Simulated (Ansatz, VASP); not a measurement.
One calculation of BaZrNbInO6, two programs

```
Ba Zr Nb In O
1.0
     0.00000    4.10635    4.10635
     4.10635    0.00000    4.10635
     4.10635    4.10635    0.00000
Ba Zr Nb In O
1 1 1 1 6
Direct
  0.25000 0.25000 0.25000
  0.50000 0.50000 0.50000
  0.00000 0.00000 0.00000
  0.75000 0.75000 0.75000
  0.75659 0.24341 0.24341
  0.24341 0.75659 0.75659
  0.75659 0.75659 0.24341
  0.24341 0.24341 0.75659
  0.24341 0.75659 0.24341
  0.75659 0.24341 0.75659
```

Alike in both runs: task single point; functional PBEsol; k mesh 8 × 8 × 8; occupations gaussian, width 0.05 eV; no spin polarisation.

|  | VASP | Ansatz |
| --- | --- | --- |
| version | VASP 6.6.1 | Ansatz 0.2.0 |
| potentials or method | VASP PAW PBE potentials, release 64 (Ba_sv, Zr_sv, Nb_sv, In_d, O), cutoff 520 eV | scalar-relativistic, plane waves, PAW |
| valence electrons in the cell | 84 | 84 |

|  | VASP | Ansatz | Ansatz less VASP |
| --- | --- | --- | --- |
| gap on the k mesh at the Fermi level (eV) | 0.52 | 0.54 | +0.014 |
| least direct gap on the mesh (eV) | 0.86 | 0.85 | -0.014 |
| pressure (GPa) | 0.6 | 0.0 | -0.55 |
| rms of the force components (eV/Å) | 0.016 | 0.000 | -0.0157 |

VASP's potentials were made for PBE, not for PBEsol. Atom by atom the forces differ by 0.016 eV/Å (rms over components).

Spin-orbit coupling is off throughout.
